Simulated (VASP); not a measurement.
The system is CaSe (l.bB).

```xyz
2
Lattice="0.0000 2.9450 2.9450 2.9450 0.0000 2.9450 2.9450 2.9450 0.0000" Properties=species:S:1:pos:R:3 pbc="T T T"
Ca    0.0000    0.0000    0.0000
Se    2.9450    2.9450    2.9450
```

- Program: VASP 6.6.1
- Task: relaxation of cell and atoms
- Functional: LDA
- Potentials or basis: VASP PAW LDA potentials, release 64 (Ca_sv, Se)
- Cutoff: 500 eV
- k mesh: 8 × 8 × 8
- Occupations: gaussian, width 0.02 eV
- Spin: no spin polarisation

At the start: pressure -2.4 GPa; volume 25.54 Å³/atom.

Task: Where does the relaxation end?

Result: Over 3 steps the energy falls by 8.9 meV/atom and the volume is 24.40 Å³/atom (-4.5 %); space group Fm-3m (No. 225, to 0.05 Å).

The path:
```csv
step,energy change (eV),largest force (eV/Å),pressure (GPa),volume (Å³)
1,0.0000,0.0000,-2.39,51.08
2,-0.0169,0.0000,0.57,48.32
3,-0.0177,0.0000,0.00,48.79
```

Final structure:
```yaml
crystal:
  lattice:
    - [0.00000, 2.90031, 2.90031]
    - [2.90031, 0.00000, 2.90031]
    - [2.90031, 2.90031, 0.00000]
  atoms:
    - { symbol: Ca, position: [0.00000, 0.00000, 0.00000] }
    - { symbol: Se, position: [0.50000, 0.50000, 0.50000] }
```
